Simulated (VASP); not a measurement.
A run of VASP 6.6.1 is set up as follows.

The input INCAR:

```
PREC = Accurate
ENCUT = 520
EDIFF = 1E-6
ISMEAR = -1
SIGMA = 0.05
LREAL = Auto
LASPH = T
NELM = 120
ALGO = Normal
ISIF = 2
LWAVE = F
LCHARG = F
GGA = PS
NBANDS = 360
NELECT = 634.0
ISYM = -1
GGA_COMPAT = F
```

File KPOINTS:

```
explicit points
1
Reciprocal
  0.25000000   0.25000000   0.25000000 1
```

The input POSCAR:

```
ZnSn24O48
1.0
    9.5380920000      0.0000000000      0.0000000000
    0.0000000000      9.5380920000      0.0000000000
    0.0000000000      0.0000000000      9.6363030000
Sn O Zn
24 48 1
Direct
    0.9957320000      0.9992240000      0.0036520000
    0.0066290000      0.9965040000      0.3340400000
    0.9957090000      0.9992200000      0.6644170000
    0.9909100000      0.5011740000      0.0039540000
    0.0026590000      0.4973890000      0.3340350000
    0.9908600000      0.5011270000      0.6640870000
    0.5081480000      0.9987310000      0.0036870000
    0.4972270000      0.0014410000      0.3340600000
    0.5081140000      0.9987290000      0.6644530000
    0.5129570000      0.4968210000      0.0040060000
    0.5011950000      0.5005600000      0.3340630000
    0.5129720000      0.4967720000      0.6641400000
    0.2520400000      0.2526560000      0.1672970000
    0.2520820000      0.2526360000      0.5007950000
    0.2467430000      0.2194330000      0.8340340000
    0.2517650000      0.7453100000      0.1673040000
    0.2518200000      0.7452950000      0.5008060000
    0.2571030000      0.7785230000      0.8340840000
    0.7520350000      0.2463670000      0.1695250000
    0.7520010000      0.2463310000      0.4985620000
    0.7529920000      0.2479620000      0.8340600000
    0.7518490000      0.7516060000      0.1695340000
    0.7518220000      0.7515940000      0.4985720000
    0.7508580000      0.7499850000      0.8340450000
    0.1548220000      0.1464660000      0.0064010000
    0.1578040000      0.1519090000      0.3340500000
    0.1547110000      0.1465490000      0.6616680000
    0.1634930000      0.6446480000      0.9884050000
    0.1588050000      0.6467790000      0.3340510000
    0.1636040000      0.6444650000      0.6797680000
    0.6577700000      0.1509950000      0.0003320000
    0.6551570000      0.1496670000      0.3340240000
    0.6577020000      0.1510330000      0.6677870000
    0.6605800000      0.6502980000      0.0023400000
    0.6556960000      0.6508690000      0.3340410000
    0.6606760000      0.6501980000      0.6657710000
    0.3402430000      0.3534750000      0.9883350000
    0.3450470000      0.3511730000      0.3340550000
    0.3403790000      0.3532940000      0.6796830000
    0.3491410000      0.8514150000      0.0064430000
    0.3460500000      0.8460400000      0.3340510000
    0.3490210000      0.8514910000      0.6617090000
    0.8431930000      0.3477480000      0.0023270000
    0.8481530000      0.3470810000      0.3340620000
    0.8432550000      0.3476460000      0.6657560000
    0.8461530000      0.8469110000      0.0003130000
    0.8486970000      0.8482790000      0.3340700000
    0.8460900000      0.8469510000      0.6677730000
    0.0971990000      0.4034690000      0.1640820000
    0.0972580000      0.4034940000      0.5040020000
    0.0859750000      0.3893320000      0.8340060000
    0.0958900000      0.8952740000      0.1650390000
    0.0959100000      0.8952580000      0.5030590000
    0.0965340000      0.9116340000      0.8340320000
    0.5962770000      0.3968670000      0.1700160000
    0.5962860000      0.3968450000      0.4980930000
    0.5991370000      0.4004750000      0.8340810000
    0.5971030000      0.9015830000      0.1701260000
    0.5970130000      0.9015190000      0.4980120000
    0.5962410000      0.8984560000      0.8340530000
    0.4079480000      0.1026930000      0.1650460000
    0.4079620000      0.1026750000      0.5030600000
    0.4073240000      0.0863330000      0.8340750000
    0.4065880000      0.5944540000      0.1641060000
    0.4066600000      0.5944770000      0.5040230000
    0.4178620000      0.6086030000      0.8340850000
    0.9068380000      0.0964320000      0.1700930000
    0.9067550000      0.0963630000      0.4979750000
    0.9076100000      0.0994930000      0.8340480000
    0.9075720000      0.6010980000      0.1699990000
    0.9075690000      0.6010850000      0.4980740000
    0.9047070000      0.5974650000      0.8340230000
    0.2519190000      0.4989620000      0.8339540000
```

Potentials or basis: VASP PAW PBE potentials, release 64 (Sn_d, O, Zn).

Launch:

```console
$ cat potpaw_PBE.64/Sn_d/POTCAR potpaw_PBE.64/O/POTCAR potpaw_PBE.64/Zn/POTCAR > POTCAR
$ mpirun -np 1 vasp_std > vasp.out
```

Q: Predict the largest force.

A: 0.099 eV/Å.

Forces on the atoms (eV/Å):
```
Sn  -0.005 -0.001  0.003
Sn  -0.002 -0.002 -0.001
Sn  -0.001  0.004  0.000
Sn  -0.008  0.007  0.008
Sn   0.002 -0.004  0.002
Sn   0.001  0.007 -0.009
Sn  -0.002 -0.006 -0.004
Sn  -0.010  0.004  0.004
Sn  -0.008 -0.004 -0.001
Sn   0.002 -0.004  0.008
Sn   0.011 -0.005  0.009
Sn   0.000 -0.004 -0.012
Sn   0.008  0.007  0.007
Sn   0.009  0.005  0.001
Sn  -0.027 -0.013  0.007
Sn   0.003 -0.005  0.004
Sn   0.004 -0.007  0.003
Sn   0.006  0.011 -0.002
Sn   0.008 -0.005  0.010
Sn   0.002 -0.009 -0.011
Sn   0.004 -0.002  0.004
Sn   0.005  0.004  0.008
Sn   0.012  0.011 -0.001
Sn  -0.007  0.004  0.002
O   -0.010 -0.006  0.012
O   -0.012 -0.015  0.002
O   -0.011 -0.005 -0.012
O   -0.013 -0.004  0.010
O   -0.014 -0.015  0.000
O   -0.012 -0.005 -0.011
O   -0.006 -0.005 -0.002
O   -0.016 -0.014 -0.001
O   -0.006 -0.005  0.004
O   -0.002 -0.006 -0.002
O   -0.015 -0.013 -0.001
O    0.000 -0.009  0.002
O    0.012  0.002  0.009
O    0.013  0.015  0.000
O    0.011  0.001 -0.011
O    0.007  0.004  0.012
O    0.013  0.016 -0.003
O    0.010  0.007 -0.013
O    0.003  0.006 -0.005
O    0.011  0.016 -0.005
O    0.002  0.006  0.001
O    0.008  0.005 -0.003
O    0.014  0.014 -0.003
O    0.006  0.005 -0.003
O    0.016 -0.008 -0.009
O    0.017 -0.008  0.008
O   -0.071 -0.069 -0.001
O    0.011 -0.017 -0.010
O    0.013 -0.015  0.009
O   -0.004  0.003  0.002
O    0.012 -0.019  0.009
O    0.010 -0.016 -0.010
O   -0.004 -0.005 -0.002
O    0.010 -0.014  0.004
O    0.011 -0.016 -0.001
O    0.000 -0.007 -0.001
O   -0.011  0.016 -0.008
O   -0.014  0.017  0.003
O    0.005 -0.001  0.000
O   -0.018  0.011 -0.011
O   -0.017  0.010  0.010
O    0.067  0.072 -0.002
O   -0.008  0.013  0.005
O   -0.010  0.014 -0.006
O    0.000  0.010  0.000
O   -0.008  0.017  0.006
O   -0.010  0.017 -0.008
O   -0.001  0.007 -0.003
Zn   0.001  0.001 -0.001
```

Caveat: the cell carries a net charge on a neutralising background, which shifts energy and pressure; the PAW data sets were made with another functional, which shifts forces and pressure a little.
